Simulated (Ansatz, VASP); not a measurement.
## KCl in VASP and in Ansatz

INCAR

```
PREC = Accurate ; ENCUT = 400
EDIFF = 1E-8 ; ISMEAR = -1
SIGMA = 0.02 ; LREAL = F
LASPH = T ; NELM = 120
ALGO = Normal ; ISIF = 2
LWAVE = F ; LCHARG = F
GGA = PS ; LEFG = T
NBANDS = 15 ; GGA_COMPAT = F
```

Contents of KPOINTS:

```
regular mesh
0
Gamma
  7 7 7
```

The input POSCAR:

```
KCl
1.0
    3.7052729967      0.0000000000      0.0000000000
    0.0000000000      3.7052729967      0.0000000000
    0.0000000000      0.0000000000      3.7052729967
K Cl
1 1
Direct
    0.0000000000      0.0000000000      0.0000000000
    0.5000000000      0.5000000000      0.5000000000
```

Input for Ansatz:

```yaml
crystal:
  lattice:
    - [3.7052729967, 0.0, 0.0]
    - [0.0, 3.7052729967, 0.0]
    - [0.0, 0.0, 3.7052729967]
  atoms:
    - { symbol: K, position: [0.0, 0.0, 0.0] }
    - { symbol: Cl, position: [0.5, 0.5, 0.5] }
kpoints:
  mp_grid: { grid: [7, 7, 7] }
scf:
  occupations: { method: fermi_dirac, width: 0.02 }
hamiltonian:
  xc: pbesol
  pseudopotentials: { kind: paw }
output:
  forces: true
  stress: true
  eigenvalues: true
  efg: { contact_densities: true }
```

Change from the starting cell: volume scaled by 1.06, PAW files.

Alike in both runs: task electric field gradients; functional PBEsol; k mesh 7 × 7 × 7; occupations fermi-dirac, width 0.02 eV; no spin polarisation.

```csv
,VASP,Ansatz
version,VASP 6.6.1,Ansatz 0.2.0
potentials or method,"VASP PAW PBE potentials, release 64 (K_sv, Cl)","PAW with Ansatz's default frozen-core files, scalar-relativistic"
plane-wave cutoff (eV),400,420
valence electrons in the cell,16,16
```

VASP gave:

| Property | Result |
| --- | --- |
| gap on the k mesh at the Fermi level (eV) | 5.10 |
| pressure (GPa) | 0.7 |

Question: Estimate Ansatz's values.

Answer: gap on the k mesh at the Fermi level (eV): 5.11; pressure (GPa): 0.6.

VASP's potentials were made for PBE, not for PBEsol.
